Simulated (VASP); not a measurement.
Input of a VASP 6.6.1 run:

Contents of INCAR:

```
ALGO     = Normal         # electronic algorithm
EDIFF    = 1E-6           # SCF threshold, eV
ENCUT    = 600            # plane-wave cutoff, eV
GGA      = RE             # functional
GGA_COMPAT= False        
ISIF     = 2              # what is computed and relaxed
ISMEAR   = 0              # smearing method
LASPH    = True           # aspherical terms in the spheres
LCHARG   = True           # write CHGCAR
LELF     = True           # ELF
LREAL    = False          # projectors in reciprocal space
LVHAR    = True         
LWAVE    = False          # write WAVECAR
NBANDS   = 15             # bands
NELM     = 120            # most SCF steps
PREC     = Accurate       # precision mode
SIGMA    = 0.01           # smearing width, eV
```

The input KPOINTS:

```
k-points
0
Gamma
  4 4 4
```

POSCAR

```
BaO
1.0
    0.0000000000      2.7500000000      2.7500000000
    2.7500000000      0.0000000000      2.7500000000
    2.7500000000      2.7500000000      0.0000000000
Ba O
1 1
Direct
    0.0000000000      0.0000000000      0.0000000000
    0.5000000000      0.5000000000      0.5000000000
```

Potentials or basis: VASP PAW PBE potentials, release 64 (Ba_sv, O).

Launch:

```console
$ cat potpaw_PBE.64/Ba_sv/POTCAR potpaw_PBE.64/O/POTCAR > POTCAR
$ mpirun -np 1 vasp_std > vasp.out
```

(1) Estimate the pressure.

(2) What does it give for the band gap on the k mesh?

Answers

(1) 6.7 GPa.

(2) 1.98 eV, direct.

Caveat: the k points lie up to 0.49 Å⁻¹ apart; the PAW data sets were made with another functional, which shifts forces and pressure a little; spin-orbit coupling is left out, which moves the levels of the heavy elements.
